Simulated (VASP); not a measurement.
# Ta2Bi2O (I4/mmm) in VASP: further runs

Ta2Bi2O is run at these levels: PBE; tasks: single point, relaxation of cell and atoms.

All numbers are computed with VASP 6.6.1; they aren't measurements. Logs are shortened: lines on timing, memory, paths and dates and some standing lists are left out, and cuts for length are marked.

**1. The cell of the first run**

Symmetry: I4/mmm, No. 139, tetragonal system. Conventional cell: a = 4.126 Å, b = 4.126 Å, c = 14.955 Å, α = 90.00°, β = 90.00°, γ = 90.00°. Ta (site symmetry mmm) has 2 O at 2.06 Å within 2.7 Å. Bi (site symmetry 4mm) has 4 Ta at 3.06 Å and 4 O at 3.69 Å and 8 Bi at 4.13 to 4.15 Å within 4.2 Å. Within 2.7 Å of O (site symmetry 4/mmm) lie 4 Ta at 2.06 Å.

**2. Single point, PBE (atoms taken out)**

Contents of INCAR:

```
PREC = Accurate
ENCUT = 520
EDIFF = 1E-6
ISMEAR = 0
SIGMA = 0.15
LREAL = False
LASPH = True
NELM = 60
ALGO = Normal
ISIF = 2
LWAVE = False
LCHARG = False
GGA = PE
NBANDS = 37
```

Contents of KPOINTS:

```
regular mesh
0
Gamma
  4 4 4
```

Contents of POSCAR:

```
Ta2Bi2O
1.0
   -2.0632326876      2.0632326876      7.4774245597
    2.0632326876     -2.0632326876      7.4774245597
    2.0632326876      2.0632326876     -7.4774245597
Ta Bi O
2 2 1
Direct
    0.5000000000      0.0000000000      0.5000000000
    0.0000000000      0.5000000000      0.5000000000
    0.8484710560      0.8484710560      0.0000000000
    0.1515289440      0.1515289440      0.0000000000
    0.5000000000      0.5000000000      0.0000000000
```

Potentials or basis: VASP PAW PBE potentials, release 64 (Ta_pv, Bi_d, O).

Started as:

```
$ cat potpaw_PBE.64/Ta_pv/POTCAR potpaw_PBE.64/Bi_d/POTCAR potpaw_PBE.64/O/POTCAR > POTCAR
$ mpirun -np 1 vasp_std > vasp.out
```

OUTCAR:

```text
PREC = Accurate
   ENCUT = 520
   EDIFF = 1E-6
   ISMEAR = 0
   LREAL = False
   LASPH = True
   NELM = 60
   ISIF = 2
   GGA = PE

 ion  position               nearest neighbor table
   1  0.500  0.000  0.500-   5 2.06   5 2.06   2 2.92   2 2.92   2 2.92   2 2.92   3 3.06   4 3.06
                             4 3.06   3 3.06
   2  0.000  0.500  0.500-   5 2.06   5 2.06   1 2.92   1 2.92   1 2.92   1 2.92   3 3.06   4 3.06
                             4 3.06   3 3.06
   3  0.848  0.848  0.000-   1 3.06   2 3.06   1 3.06   2 3.06
   4  0.152  0.152  0.000-   2 3.06   1 3.06   1 3.06   2 3.06
   5  0.500  0.500  0.000-   1 2.06   2 2.06   1 2.06   2 2.06

  LATTYP: Found a body centered tetragonal cell.
 ALAT       =     4.1264653752
 C/A-ratio  =     3.6241305233

  Lattice vectors:

 A1 = (  -2.0632326876,   2.0632326876,   7.4774245597)
 A2 = (   2.0632326876,  -2.0632326876,   7.4774245597)
 A3 = (   2.0632326876,   2.0632326876,  -7.4774245597)

Analysis of symmetry for initial positions (statically):
=====================================================================
 Subroutine PRICEL returns:
 Original cell was already a primitive cell.

 Routine SETGRP: Setting up the symmetry group for a
 body centered tetragonal supercell.

 Subroutine GETGRP returns: Found 16 space group operations
 (whereof 16 operations were pure point group operations)
 out of a pool of 16 trial point group operations.

The static configuration has the point symmetry D_4h.

Analysis of symmetry for dynamics (positions and initial velocities):
=====================================================================
 Subroutine PRICEL returns:
 Original cell was already a primitive cell.

 Routine SETGRP: Setting up the symmetry group for a
 body centered tetragonal supercell.

 Subroutine GETGRP returns: Found 16 space group operations
 (whereof 16 operations were pure point group operations)
 out of a pool of 16 trial point group operations.

The dynamic configuration has the point symmetry D_4h.

 Subroutine INISYM returns: Found 16 space group operations
 (whereof 16 operations are pure point group operations),
 and found     1 'primitive' translations

----------------------------------------------------------------------------------------

                                     Primitive cell

  volume of cell :     127.3235

  direct lattice vectors                    reciprocal lattice vectors
    -2.063232688  2.063232688  7.477424560     0.000000000  0.242338154  0.066867943
     2.063232688 -2.063232688  7.477424560     0.242338154  0.000000000  0.066867943
     2.063232688  2.063232688 -7.477424560     0.242338154  0.242338154  0.000000000

  length of vectors
     8.026564414  8.026564414  8.026564414     0.251394317  0.251394317  0.342717904

  position of ions in fractional coordinates (direct lattice)
     0.500000000  0.000000000  0.500000000
     0.000000000  0.500000000  0.500000000
     0.848471056  0.848471056  0.000000000
     0.151528944  0.151528944  0.000000000
     0.500000000  0.500000000  0.000000000

  ion indices of the primitive-cell ions
   primitive index   ion index
                 1           1
                 2           2
                 3           3
                 4           4
                 5           5

----------------------------------------------------------------------------------------

 KPOINTS: regular mesh

Automatic generation of k-mesh.
 Grid dimensions read from file:
 generate k-points for:    4    4    4

 Generating k-lattice:

  Cartesian coordinates                     Fractional coordinates (reciprocal lattice)
     0.000000000  0.060584538  0.016716986     0.250000000 -0.000000000  0.000000000
     0.060584538  0.000000000  0.016716986    -0.000000000  0.250000000  0.000000000
     0.060584538  0.060584538  0.000000000     0.000000000  0.000000000  0.250000000

  Length of vectors
     0.062848579  0.062848579  0.085679476

  Shift w.r.t. Gamma in fractional coordinates (k-lattice)
     0.000000000  0.000000000  0.000000000

 Subroutine IBZKPT returns following result:
 ===========================================

 Found     13 irreducible k-points:

 Following reciprocal coordinates:
            Coordinates               Weight
  0.000000  0.000000  0.000000      1.000000
  0.250000  0.000000 -0.000000      8.000000
  0.500000  0.000000 -0.000000      4.000000
  0.250000  0.250000 -0.000000      8.000000
  0.500000  0.250000 -0.000000     16.000000
 -0.250000  0.250000  0.000000      4.000000
  0.500000  0.500000 -0.000000      2.000000
  0.250000  0.250000  0.250000      2.000000
 -0.250000  0.250000  0.250000      4.000000
  0.500000  0.500000  0.250000      4.000000
 -0.250000  0.500000  0.250000      8.000000
 -0.250000 -0.250000  0.250000      2.000000
  0.500000  0.500000  0.500000      1.000000
   k-points           NKPTS =     13   k-points in BZ     NKDIM =     13   number of bands    NBANDS=     37
   number of dos      NEDOS =    301   number of ions     NIONS =      5
   total plane-waves  NPLWV = 216000
   dimension x,y,z NGX =    60 NGY =   60 NGZ =   60
   dimension x,y,z NGXF=   120 NGYF=  120 NGZF=  120
   ions per type =               2   2   1
   NGX,Y,Z   is equivalent  to a cutoff of  12.43, 12.43, 12.43 a.u.
   NGXF,Y,Z  is equivalent  to a cutoff of  24.85, 24.85, 24.85 a.u.
 SYSTEM =  unknown system
   PREC   = accura    normal or accurate (medium, high low for compatibility)
   ISTART =      0    job   : 0-new  1-cont  2-samecut
   ICHARG =      2    charge: 1-file 2-atom 10-const
   ISPIN  =      1    spin polarized calculation?
   LNONCOLLINEAR =      F non collinear calculations
   LSORBIT =      F    spin-orbit coupling
   LASPH  =      T    aspherical Exc in radial PAW
   ENCUT  =  520.0 eV  38.22 Ry    6.18 a.u.  14.92 14.92 14.92*2*pi/ulx,y,z
   NELM   =     60;   NELMIN=  2; NELMDL= -5     # of ELM steps
   EDIFF  = 0.1E-05   stopping-criterion for ELM
   LREAL  =      F    real-space projection
   EDIFFG = 0.1E-04   stopping-criterion for IOM
   NSW    =      0    number of steps for IOM
   IBRION =     -1    ionic relax: 0-MD 1-quasi-New 2-CG
   NFREE  =      0    steps in history (QN), initial steepest desc. (CG)
   ISIF   =      2    stress and relaxation
   ISYM   =      2    0-nonsym 1-usesym 2-fastsym
   POTIM  = 0.5000    time-step for ionic-motion
   TEBEG  =    0.0;   TEEND  =   0.0 temperature during run
   PSTRESS=    0.0 pullay stress
   NELECT =      58.0000    total number of electrons
   NUPDOWN=      -1.0000    fix difference up-down
   EMIN   =  10.00;   EMAX   =-10.00  energy-range for DOS
   EFERMI =   0.00;   METHOD = LEGACY
   ISMEAR =     0;   SIGMA  =   0.15  broadening in eV -4-tet -1-fermi 0-gaus
   EFERMI_NEDOS =   21; number of points for ismear=-14 and -15
   IALGO  =     38    algorithm
   IMIX   =      4    mixing-type and parameters
     AMIX     =   0.40;   BMIX     =  1.00
     AMIX_MAG =   1.60;   BMIX_MAG =  1.00
  volume/ion in A,a.u.               =      25.46       171.84
  Fermi-wavevector in a.u.,A,eV,Ry     =   1.259645  2.380383 21.588424  1.586704
  Thomas-Fermi vector in A             =   2.393194
   LORBIT       =      0    0 simple, 1 ext, 2 COOP (PROOUT), +10 PAW based schemes
   GGA     = PE    functional components
   LHFCALC =     F    Hartree Fock is set to
   AEXX    =    0.0000 exact exchange contribution
   IVDW    =     0    specifies the selected vdW correction
   LEPSILON=     F    determine dielectric tensor
   LRPA    =     F    only Hartree local field effects (RPA)
 non-spin polarized calculation
 Gauss-broadening in eV      SIGMA  =   0.15
  energy-cutoff  :      520.00
  volume of cell :      127.32
 maximum number of plane-waves:      3446
   NGX = 29   NGY = 29   NGZ = 29

 number of electron      57.9999996 magnetization

 Free energy of the ion-electron system (eV)
  ---------------------------------------------------
  ext. energy  EPLUGINS =         0.00000000
  ---------------------------------------------------
  free energy    TOTEN  =       -39.16444305 eV

  energy without entropy =      -39.12280764  energy(sigma->0) =      -39.14362535

 E-fermi :   5.0009     XC(G=0):  -9.9622

 val. band max:        4.9901398229   @ k =   0.5000   0.5000   0.2500
 cond. band min:       5.1188537249   @ k =  -0.2500   0.2500   0.2500
 fundamental gap:      0.1287139021
 Fermi energy:         5.0008595927

 k-point     1 :       0.0000    0.0000    0.0000
  band No.  band energies     occupation
      1     -30.3789      2.00000
      2     -30.3789      2.00000
      3     -30.0679      2.00000
      4     -29.9173      2.00000
      5     -29.4956      2.00000
      6     -29.4956      2.00000
[... 29 lines left out ...]
     36       8.2770      0.00000
     37       8.5769      0.00000

 k-point     2 :       0.2500    0.0000   -0.0000
  band No.  band energies     occupation
      1     -30.3702      2.00000
      2     -30.3246      2.00000
      3     -30.0450      2.00000
      4     -29.9385      2.00000
      5     -29.5704      2.00000
      6     -29.5563      2.00000
[... 29 lines left out ...]
     36       8.6361      0.00000
     37       9.3172      0.00000

 k-point     3 :       0.5000    0.0000   -0.0000
  band No.  band energies     occupation
      1     -30.3588      2.00000
      2     -30.2602      2.00000
      3     -29.9916      2.00000
      4     -29.9902      2.00000
      5     -29.6465      2.00000
      6     -29.6271      2.00000
[... 29 lines left out ...]
     36       9.0437      0.00000
     37       9.1851      0.00000

 k-point     4 :       0.2500    0.2500   -0.0000
  band No.  band energies     occupation
      1     -30.5930      2.00000
      2     -30.0779      2.00000
      3     -30.0284      2.00000
      4     -29.9531      2.00000
      5     -29.7885      2.00000
      6     -29.4078      2.00000
[... 29 lines left out ...]
     36       8.7032      0.00000
     37       9.7565      0.00000

 k-point     5 :       0.5000    0.2500   -0.0000
  band No.  band energies     occupation
      1     -30.6918      2.00000
      2     -29.9901      2.00000
      3     -29.9894      2.00000
      4     -29.9497      2.00000
      5     -29.8958      2.00000
      6     -29.3751      2.00000
[... 29 lines left out ...]
     36       8.6917      0.00000
     37       9.4562      0.00000

 k-point     6 :      -0.2500    0.2500    0.0000
  band No.  band energies     occupation
      1     -30.5930      2.00000
      2     -30.0779      2.00000
      3     -30.0284      2.00000
      4     -29.9531      2.00000
      5     -29.7885      2.00000
      6     -29.4078      2.00000
[... 29 lines left out ...]
     36       9.8952      0.00000
     37      10.1453      0.00000

 k-point     7 :       0.5000    0.5000   -0.0000
  band No.  band energies     occupation
      1     -30.8531      2.00000
      2     -30.0021      2.00000
      3     -29.9886      2.00000
      4     -29.9886      2.00000
      5     -29.8109      2.00000
      6     -29.2659      2.00000
[... 29 lines left out ...]
     36       9.0926      0.00000
     37       9.2797      0.00000

 k-point     8 :       0.2500    0.2500    0.2500
  band No.  band energies     occupation
      1     -30.8531      2.00000
      2     -30.0021      2.00000
      3     -29.9886      2.00000
      4     -29.9886      2.00000
      5     -29.8109      2.00000
      6     -29.2659      2.00000
[... 29 lines left out ...]
     36       8.1877      0.00000
     37       9.8461      0.00000

 k-point     9 :      -0.2500    0.2500    0.2500
  band No.  band energies     occupation
      1     -30.3588      2.00000
      2     -30.2602      2.00000
      3     -29.9916      2.00000
      4     -29.9902      2.00000
      5     -29.6465      2.00000
      6     -29.6271      2.00000
[... 29 lines left out ...]
     36       8.7329      0.00000
     37       9.1869      0.00000

 k-point    10 :       0.5000    0.5000    0.2500
  band No.  band energies     occupation
      1     -30.5930      2.00000
      2     -30.0779      2.00000
      3     -30.0284      2.00000
      4     -29.9531      2.00000
      5     -29.7885      2.00000
      6     -29.4078      2.00000
[... 29 lines left out ...]
     36       7.7759      0.00000
     37       9.0962      0.00000

 k-point    11 :      -0.2500    0.5000    0.2500
  band No.  band energies     occupation
      1     -30.3702      2.00000
      2     -30.3246      2.00000
      3     -30.0450      2.00000
      4     -29.9385      2.00000
      5     -29.5704      2.00000
      6     -29.5563      2.00000
[... 29 lines left out ...]
     36       9.0471      0.00000
     37       9.4707      0.00000

 k-point    12 :      -0.2500   -0.2500    0.2500
  band No.  band energies     occupation
      1     -30.3789      2.00000
      2     -30.3789      2.00000
      3     -30.0679      2.00000
      4     -29.9173      2.00000
      5     -29.4956      2.00000
      6     -29.4956      2.00000
[... 29 lines left out ...]
     36       8.8305      0.00000
     37       9.1243      0.00000

 k-point    13 :       0.5000    0.5000    0.5000
  band No.  band energies     occupation
      1     -30.3789      2.00000
      2     -30.3789      2.00000
      3     -30.0679      2.00000
      4     -29.9173      2.00000
      5     -29.4956      2.00000
      6     -29.4956      2.00000
[... 29 lines left out ...]
     36       9.4223      0.00000
     37       9.4223      0.00000

------------------------ aborting loop because EDIFF is reached ----------------------------------------

  FORCE on cell =-STRESS in cart. coord.  units (eV):
  Direction    XX          YY          ZZ          XY          YZ          ZX
  --------------------------------------------------------------------------------------
  -------------------------------------------------------------------------------------
  Total       -0.0416991     -0.0416991     -0.0434870      0.0000000      0.0000000      0.0000000
  in kB       -0.5247211     -0.5247211     -0.5472199      0.0000000      0.0000000      0.0000000
  external PRESSURE =      -0.5322207 kB  Pullay stress =       0.0000000 kB

 VOLUME and BASIS-vectors are now :
 -----------------------------------------------------------------------------
  energy-cutoff  :      520.00
  volume of cell :      127.32
      direct lattice vectors                 reciprocal lattice vectors
    -2.063232688  2.063232688  7.477424560     0.000000000  0.242338154  0.066867943
     2.063232688 -2.063232688  7.477424560     0.242338154  0.000000000  0.066867943
     2.063232688  2.063232688 -7.477424560     0.242338154  0.242338154  0.000000000

 POSITION                                       TOTAL-FORCE (eV/Angst)
 -----------------------------------------------------------------------------------
      0.00000      2.06323      0.00000         0.000000      0.000000      0.000000
      2.06323      0.00000      0.00000         0.000000      0.000000      0.000000
      0.00000      0.00000     12.68876        -0.000000     -0.000000     -0.027048
      0.00000      0.00000      2.26609         0.000000      0.000000      0.027048
      0.00000      0.00000      7.47742         0.000000      0.000000      0.000000
 -----------------------------------------------------------------------------------
    total drift:                                0.000000     -0.000000     -0.000000

  FREE ENERGIE OF THE ION-ELECTRON SYSTEM (eV)
  ---------------------------------------------------
  free  energy   TOTEN  =       -39.1644430528 eV

  energy  without entropy=      -39.1228076395  energy(sigma->0) =      -39.14362535
```

It took 1.9 min on 1 thread of Intel Xeon Platinum 8488C (Sapphire Rapids), shared host; peak memory 0.49 GiB.

What came out:

* Free energy: -39.1644 eV
* Pressure: -0.1 GPa
* Largest force: 0.027 eV/Å
* Band gap on the k mesh: zero (bands 29 and 30 overlap by 1.24 eV)

Forces on the atoms (eV/Å):
```
Ta   0.000  0.000  0.000
Ta   0.000  0.000  0.000
Bi   0.000  0.000 -0.027
Bi   0.000  0.000  0.027
O    0.000  0.000  0.000
```

Caveat: the k points lie up to 0.39 Å⁻¹ apart, too coarse for converged energies and pressures of a metal; the cell differs from its parent crystal (atoms taken out); spin-orbit coupling is left out, which moves the levels of the heavy elements.

(Part 1 of 2 ends here.)

The gap in the log of VASP goes by the Fermi energy; the results here count the filled bands.